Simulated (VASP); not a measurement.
Input of a VASP 6.6.1 run:

File POSCAR:

```
CdS
1.0
    0.0000000000      2.9100000000      2.9100000000
    2.9100000000      0.0000000000      2.9100000000
    2.9100000000      2.9100000000      0.0000000000
Cd S
1 1
Direct
    0.0000000000      0.0000000000      0.0000000000
    0.7864488032      0.7500000000      0.7500000000
```

INCAR.step1

```
SYSTEM = CdS
PREC = Accurate
ENCUT = 520
ISMEAR = 0
SIGMA = 0.05
LREAL = .False.
LASPH = .True.
NELM = 100
NBANDS = 16
GGA = PE
ALGO = Normal
EDIFF = 1E-4
LWAVE = .True.
LCHARG = .False.
```

INCAR.step2

```
SYSTEM = CdS
PREC = Accurate
ENCUT = 520
EDIFF = 1E-6
ISMEAR = 0
SIGMA = 0.05
LREAL = .False.
LASPH = .True.
NELM = 100
ALGO = Normal
ISIF = 2
LWAVE = .False.
LCHARG = .False.
METAGGA = R2SCAN
LMIXTAU = .True.
NBANDS = 16
ISTART = 1
```

KPOINTS

```
regular mesh
0
Gamma
  8 8 8
  0 0 0
```

Potentials or basis: VASP PAW PBE potentials, release 64 (Cd, S).

Run with:

```console
$ cat potpaw_PBE.64/Cd/POTCAR potpaw_PBE.64/S/POTCAR > POTCAR
$ cp INCAR.step1 INCAR
$ mpirun -np 1 vasp_std > vasp.out
$ cp INCAR.step2 INCAR
$ mpirun -np 1 vasp_std > vasp.out
```

(1) Estimate the pressure.

(2) Predict the largest force.

(3) Predict the band gap on the k mesh.

Results:

(1) 2.9 GPa.

(2) 0.878 eV/Å.

(3) 1.61 eV.

Caveat: the cell differs from its parent crystal (all S atoms moved -0.150 Å, as atom 2 towards its neighbour atom 2 (S) at 4.115 Å); the PAW data sets were made with another functional, which shifts forces and pressure a little.
